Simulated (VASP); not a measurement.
# Bi (Fm-3m) in VASP: notebook

Runs on Bi. Level: PBE. Tasks: single point, relaxation of cell and atoms.

All numbers are computed with VASP 6.6.1; they aren't measurements. Logs are shortened: lines on timing, memory, paths and dates and some standing lists are left out, and cuts for length are marked.

## 1. The cell of the first run

The structure is cubic, space group Fm-3m (No. 225). Conventional cell: a = 5.027 Å, b = 5.027 Å, c = 5.027 Å, α = 90.00°, β = 90.00°, γ = 90.00°. Bi (site symmetry m-3m) has 12 Bi at 3.55 Å within 4.7 Å.

The cell was built from a structure type or drawn by symmetry, and may not be a known phase.

## 2. Single point, PBE

Input file INCAR:

```
PREC = Accurate
ENCUT = 520
EDIFF = 1E-7
ISMEAR = 0
SIGMA = 0.1
LREAL = False
LASPH = True
NELM = 80
ALGO = Normal
ISIF = 2
LWAVE = False
LCHARG = False
GGA = PE
NBANDS = 14
```

Input file KPOINTS:

```
regular mesh
0
Gamma
  20 20 20
```

Input file POSCAR:

```
Bi
1.0
    0.0000000000      2.5135187165      2.5135187165
    2.5135187165      0.0000000000      2.5135187165
    2.5135187165      2.5135187165      0.0000000000
Bi
1
Direct
    0.0000000000      0.0000000000      0.0000000000
```

Potentials or basis: VASP PAW PBE potentials, release 64 (Bi_d).

Started as:

```console
cat potpaw_PBE.64/Bi_d/POTCAR > POTCAR
mpirun -np 1 vasp_std > vasp.out
```

OUTCAR:

```text
PREC = Accurate
   ENCUT = 520
   EDIFF = 1E-7
   ISMEAR = 0
   LREAL = False
   LASPH = True
   NELM = 80
   ISIF = 2
   GGA = PE

 ion  position               nearest neighbor table
   1  0.000  0.000  0.000-

  LATTYP: Found a face centered cubic cell.
 ALAT       =     5.0270374330

  Lattice vectors:

 A1 = (   0.0000000000,   2.5135187165,   2.5135187165)
 A2 = (   2.5135187165,   0.0000000000,   2.5135187165)
 A3 = (   2.5135187165,   2.5135187165,   0.0000000000)

Analysis of symmetry for initial positions (statically):
=====================================================================
 Subroutine PRICEL returns:
 Original cell was already a primitive cell.

 Routine SETGRP: Setting up the symmetry group for a
 face centered cubic supercell.

 Subroutine GETGRP returns: Found 48 space group operations
 (whereof 48 operations were pure point group operations)
 out of a pool of 48 trial point group operations.

The static configuration has the point symmetry O_h .

Analysis of symmetry for dynamics (positions and initial velocities):
=====================================================================
 Subroutine PRICEL returns:
 Original cell was already a primitive cell.

 Routine SETGRP: Setting up the symmetry group for a
 face centered cubic supercell.

 Subroutine GETGRP returns: Found 48 space group operations
 (whereof 48 operations were pure point group operations)
 out of a pool of 48 trial point group operations.

The dynamic configuration has the point symmetry O_h .

 Subroutine INISYM returns: Found 48 space group operations
 (whereof 48 operations are pure point group operations),
 and found     1 'primitive' translations

----------------------------------------------------------------------------------------

                                     Primitive cell

  volume of cell :      31.7597

  direct lattice vectors                    reciprocal lattice vectors
     0.000000000  2.513518717  2.513518717    -0.198924319  0.198924319  0.198924319
     2.513518717  0.000000000  2.513518717     0.198924319 -0.198924319  0.198924319
     2.513518717  2.513518717  0.000000000     0.198924319  0.198924319 -0.198924319

  length of vectors
     3.554652258  3.554652258  3.554652258     0.344547028  0.344547028  0.344547028

  position of ions in fractional coordinates (direct lattice)
     0.000000000  0.000000000  0.000000000

  ion indices of the primitive-cell ions
   primitive index   ion index
                 1           1

----------------------------------------------------------------------------------------

 KPOINTS: regular mesh

Automatic generation of k-mesh.
 Grid dimensions read from file:
 generate k-points for:   20   20   20

 Generating k-lattice:

  Cartesian coordinates                     Fractional coordinates (reciprocal lattice)
    -0.009946216  0.009946216  0.009946216     0.050000000  0.000000000  0.000000000
     0.009946216 -0.009946216  0.009946216     0.000000000  0.050000000  0.000000000
     0.009946216  0.009946216 -0.009946216     0.000000000  0.000000000  0.050000000

  Length of vectors
     0.017227351  0.017227351  0.017227351

  Shift w.r.t. Gamma in fractional coordinates (k-lattice)
     0.000000000  0.000000000  0.000000000

 Subroutine IBZKPT returns following result:
 ===========================================

 Found    256 irreducible k-points:

 Following reciprocal coordinates:
            Coordinates               Weight
  0.000000  0.000000  0.000000      1.000000
  0.050000  0.000000  0.000000      8.000000
  0.100000  0.000000  0.000000      8.000000
  0.150000  0.000000  0.000000      8.000000
  0.200000  0.000000  0.000000      8.000000
  0.250000  0.000000  0.000000      8.000000
[... 16 lines left out ...]
 -0.400000  0.050000  0.000000     24.000000
 -0.350000  0.050000  0.000000     24.000000
 [... further k-points ...]
   k-points           NKPTS =    256   k-points in BZ     NKDIM =    256   number of bands    NBANDS=     14
   number of dos      NEDOS =    301   number of ions     NIONS =      1
   total plane-waves  NPLWV =  21952
   dimension x,y,z NGX =    28 NGY =   28 NGZ =   28
   dimension x,y,z NGXF=    56 NGYF=   56 NGZF=   56
   ions per type =               1
   NGX,Y,Z   is equivalent  to a cutoff of  13.10, 13.10, 13.10 a.u.
   NGXF,Y,Z  is equivalent  to a cutoff of  26.19, 26.19, 26.19 a.u.
 SYSTEM =  unknown system
   PREC   = accura    normal or accurate (medium, high low for compatibility)
   ISTART =      0    job   : 0-new  1-cont  2-samecut
   ICHARG =      2    charge: 1-file 2-atom 10-const
   ISPIN  =      1    spin polarized calculation?
   LNONCOLLINEAR =      F non collinear calculations
   LSORBIT =      F    spin-orbit coupling
   LASPH  =      T    aspherical Exc in radial PAW
   ENCUT  =  520.0 eV  38.22 Ry    6.18 a.u.   6.61  6.61  6.61*2*pi/ulx,y,z
   NELM   =     80;   NELMIN=  2; NELMDL= -5     # of ELM steps
   EDIFF  = 0.1E-06   stopping-criterion for ELM
   LREAL  =      F    real-space projection
   EDIFFG = 0.1E-05   stopping-criterion for IOM
   NSW    =      0    number of steps for IOM
   IBRION =     -1    ionic relax: 0-MD 1-quasi-New 2-CG
   NFREE  =      0    steps in history (QN), initial steepest desc. (CG)
   ISIF   =      2    stress and relaxation
   ISYM   =      2    0-nonsym 1-usesym 2-fastsym
   POTIM  = 0.5000    time-step for ionic-motion
   TEBEG  =    0.0;   TEEND  =   0.0 temperature during run
   PSTRESS=    0.0 pullay stress
   NELECT =      15.0000    total number of electrons
   NUPDOWN=      -1.0000    fix difference up-down
   EMIN   =  10.00;   EMAX   =-10.00  energy-range for DOS
   EFERMI =   0.00;   METHOD = LEGACY
   ISMEAR =     0;   SIGMA  =   0.10  broadening in eV -4-tet -1-fermi 0-gaus
   EFERMI_NEDOS =   21; number of points for ismear=-14 and -15
   IALGO  =     38    algorithm
   IMIX   =      4    mixing-type and parameters
     AMIX     =   0.40;   BMIX     =  1.00
     AMIX_MAG =   1.60;   BMIX_MAG =  1.00
  volume/ion in A,a.u.               =      31.76       214.33
  Fermi-wavevector in a.u.,A,eV,Ry     =   1.274911  2.409232 22.114876  1.625398
  Thomas-Fermi vector in A             =   2.407652
   LORBIT       =      0    0 simple, 1 ext, 2 COOP (PROOUT), +10 PAW based schemes
   GGA     = PE    functional components
   LHFCALC =     F    Hartree Fock is set to
   AEXX    =    0.0000 exact exchange contribution
   IVDW    =     0    specifies the selected vdW correction
   LEPSILON=     F    determine dielectric tensor
   LRPA    =     F    only Hartree local field effects (RPA)
 non-spin polarized calculation
 Gauss-broadening in eV      SIGMA  =   0.10
  energy-cutoff  :      520.00
  volume of cell :       31.76
 maximum number of plane-waves:       881
   NGX = 13   NGY = 13   NGZ = 13

 number of electron      15.0000001 magnetization

 Free energy of the ion-electron system (eV)
  ---------------------------------------------------
  ext. energy  EPLUGINS =         0.00000000
  ---------------------------------------------------
  free energy    TOTEN  =        -3.70666224 eV

  energy without entropy =       -3.70331194  energy(sigma->0) =       -3.70498709

 E-fermi :   7.7841     XC(G=0): -10.1998

 val. band max:        7.7812042809   @ k =  -0.4500   0.4000   0.1000
 cond. band min:       7.7873580653   @ k =  -0.3000   0.2000   0.0500
 fundamental gap:      0.0061537845
 Fermi energy:         7.7841059702

 k-point     1 :       0.0000    0.0000    0.0000
  band No.  band energies     occupation
      1     -15.3396      2.00000
      2     -15.3396      2.00000
      3     -15.3396      2.00000
      4     -15.2746      2.00000
      5     -15.2746      2.00000
      6      -5.7182      2.00000
      7      12.5590      0.00000
      8      12.5590      0.00000
      9      12.5590      0.00000
     10      16.3597      0.00000
     11      16.8258      0.00000
     12      18.4488      0.00000
     13      18.4488      0.00000
     14      18.4488      0.00000

 k-point     2 :       0.0500    0.0000    0.0000
  band No.  band energies     occupation
      1     -15.3394      2.00000
      2     -15.3378      2.00000
      3     -15.3378      2.00000
      4     -15.2747      2.00000
      5     -15.2747      2.00000
      6      -5.6761      2.00000
      7      12.0014      0.00000
      8      12.5080      0.00000
      9      12.5080      0.00000
     10      16.4912      0.00000
     11      16.7890      0.00000
     12      18.5409      0.00000
     13      18.5409      0.00000
     14      19.0655      0.00000

 k-point     3 :       0.1000    0.0000    0.0000
  band No.  band energies     occupation
      1     -15.3385      2.00000
      2     -15.3329      2.00000
      3     -15.3329      2.00000
      4     -15.2743      2.00000
      5     -15.2743      2.00000
      6      -5.5504      2.00000
      7      10.7924      0.00000
      8      12.3664      0.00000
      9      12.3664      0.00000
     10      16.0553      0.00000
     11      17.5626      0.00000
     12      18.7873      0.00000
     13      18.7873      0.00000
     14      20.0646      0.00000

 k-point     4 :       0.1500    0.0000    0.0000
  band No.  band energies     occupation
      1     -15.3372      2.00000
      2     -15.3269      2.00000
      3     -15.3269      2.00000
      4     -15.2720      2.00000
      5     -15.2720      2.00000
      6      -5.3429      2.00000
      7       9.4003      0.00000
      8      12.1622      0.00000
      9      12.1622      0.00000
     10      15.6763      0.00000
     11      18.4468      0.00000
     12      19.0358      0.00000
     13      19.0358      0.00000
     14      19.4835      0.00000

 k-point     5 :       0.2000    0.0000    0.0000
  band No.  band energies     occupation
      1     -15.3357      2.00000
      2     -15.3227      2.00000
      3     -15.3227      2.00000
      4     -15.2656      2.00000
      5     -15.2656      2.00000
      6      -5.0577      2.00000
      7       7.9973      0.00257
      8      11.9273      0.00000
      9      11.9273      0.00000
     10      15.3863      0.00000
     11      18.7648      0.00000
[... 276 lines left out ...]
 k-point    22 :      -0.4500    0.0500    0.0000
  band No.  band energies     occupation
      1     -15.3328      2.00000
      2     -15.3298      2.00000
      3     -15.3295      2.00000
      4     -15.2084      2.00000
      5     -15.2073      2.00000
      6      -2.9960      2.00000
      7       2.7208      2.00000
      8      10.5651      0.00000
      9      11.0102      0.00000
     10      15.3327      0.00000
     11      15.9189      0.00000
     12      17.4969      0.00000
     13      18.1481      0.00000
     14      23.7516      0.00000

 k-point    23 :      -0.4000    0.0500    0.0000
  band No.  band energies     occupation
      1     -15.3307      2.00000
      2     -15.3300      2.00000
      3     -15.3285      2.00000
      4     -15.2166      2.00000
      5     -15.2108      2.00000
      6      -3.2669      2.00000
      7       3.2130      2.00000
      8      10.5517      0.00000
      9      11.1728      0.00000
     10      15.3231      0.00000
     11      16.1010      0.00000
     12      17.5125      0.00000
     13      18.3471      0.00000
     14      22.9937      0.00000

 k-point    24 :      -0.3500    0.0500    0.0000
  band No.  band energies     occupation
      1     -15.3312      2.00000
      2     -15.3274      2.00000
      3     -15.3261      2.00000
      4     -15.2288      2.00000
      5     -15.2187      2.00000
      6      -3.6688      2.00000
      7       4.0234      2.00000
      8      10.6038      0.00000
      9      11.3852      0.00000
     10      15.3198      0.00000
     11      16.4230      0.00000
     12      17.6214      0.00000
     13      18.6402      0.00000
     14      22.1628      0.00000

 [... further k-points ...]
[... 5 lines left out ...]
  --------------------------------------------------------------------------------------
  -------------------------------------------------------------------------------------
  Total       -0.0159932     -0.0159932     -0.0159932      0.0000000      0.0000000     -0.0000000
  in kB       -0.8068089     -0.8068089     -0.8068089      0.0000000      0.0000000     -0.0000000
  external PRESSURE =      -0.8068089 kB  Pullay stress =       0.0000000 kB

 VOLUME and BASIS-vectors are now :
 -----------------------------------------------------------------------------
  energy-cutoff  :      520.00
  volume of cell :       31.76
      direct lattice vectors                 reciprocal lattice vectors
     0.000000000  2.513518717  2.513518717    -0.198924319  0.198924319  0.198924319
     2.513518717  0.000000000  2.513518717     0.198924319 -0.198924319  0.198924319
     2.513518717  2.513518717  0.000000000     0.198924319  0.198924319 -0.198924319

 POSITION                                       TOTAL-FORCE (eV/Angst)
 -----------------------------------------------------------------------------------
      0.00000      0.00000      0.00000         0.000000      0.000000      0.000000
 -----------------------------------------------------------------------------------
    total drift:                               -0.000000     -0.000000     -0.000000

  FREE ENERGIE OF THE ION-ELECTRON SYSTEM (eV)
  ---------------------------------------------------
  free  energy   TOTEN  =        -3.7066622403 eV

  energy  without entropy=       -3.7033119382  energy(sigma->0) =       -3.70498709
```

Wall time 84 s (1 thread of Intel Xeon Platinum 8259CL at 2.50GHz (Skylake/Cascade Lake), shared host); peak memory 0.23 GiB.

What came out:

```yaml
Free_energy: -3.7067 eV
Pressure: -0.1 GPa
Band_gap_on_the_k_mesh: zero (an odd number of electrons rules out a gap without spin polarisation)
```

Caveat: spin-orbit coupling is left out, which moves the levels of the heavy elements.

## 3. Relaxation of cell and atoms, PBE

This run uses another cell than the first one, of 31.49 Å³/atom.

Input file INCAR:

```
PREC = Accurate ; ENCUT = 600
EDIFF = 1E-6 ; ISMEAR = 0
SIGMA = 0.1 ; LREAL = False
LASPH = True ; NELM = 60
ALGO = Normal ; ISIF = 3
LWAVE = False ; LCHARG = False
GGA = PE ; IBRION = 2
NSW = 100 ; EDIFFG = -0.01
```

Input file KPOINTS:

```
Automatic mesh
0
Gamma
  20 20 20
```

Input file POSCAR:

```
Bi
1.0
    0.0000000000      2.5063167855      2.5063167855
    2.5063167855      0.0000000000      2.5063167855
    2.5063167855      2.5063167855      0.0000000000
Bi
1
Direct
    0.0000000000      0.0000000000      0.0000000000
```

Potentials or basis: VASP PAW PBE potentials, release 64 (Bi_d).

Started as:

```console
cat potpaw_PBE.64/Bi_d/POTCAR > POTCAR
mpirun -np 1 vasp_std > vasp.out
```

Wall time 2.4 min (1 thread of Intel Xeon Platinum 8259CL at 2.50GHz (Skylake/Cascade Lake), shared host); peak memory 0.24 GiB.

The run converged. Its results:

| Property | Result |
| --- | --- |
| Free energy | -3.7067 eV |
| Relaxed volume | 31.74 Å³/atom |
| Relaxed cell | a = 3.554 Å, b = 3.554 Å, c = 3.554 Å, α = 60.00°, β = 60.00°, γ = 60.00° |
| Space group after relaxing (to 0.1 Å) | Fm-3m (No. 225) |
| Energy gained by relaxing | 0.4 meV/atom |
| Ionic steps | 3 |
| Pressure after relaxing | 0.0 GPa |
| Band gap on the k mesh | zero (an odd number of electrons rules out a gap without spin polarisation) |

The path:
```
step  energy change (eV)  largest force (eV/Å)  pressure (GPa)  volume (Å³)
   1              0.0000                0.0000            0.48        31.49
   2             -0.0002                0.0000           -0.28        31.92
   3             -0.0004                0.0000            0.02        31.74
```

Final structure:
```
Bi
1.0
     0.00000    2.51293    2.51293
     2.51293    0.00000    2.51293
     2.51293    2.51293    0.00000
Bi
1
Cartesian
  0.0000 0.0000 0.0000
```

Levels at points of the mesh, in eV from the Fermi level:
```tsv
k point	band 5	band 6	band 7	band 8	band 9	band 10
(0.00, 0.00, 0.00)	-23.06	-13.51	4.78	4.78	4.78	8.58
(0.50, 0.00, 0.00)	-22.99	-10.75	-5.21	3.24	3.24	7.20
(0.50, 0.50, 0.00)	-22.97	-9.69	-4.42	0.32	0.32	4.00
```

Caveat: spin-orbit coupling is left out, which moves the levels of the heavy elements.
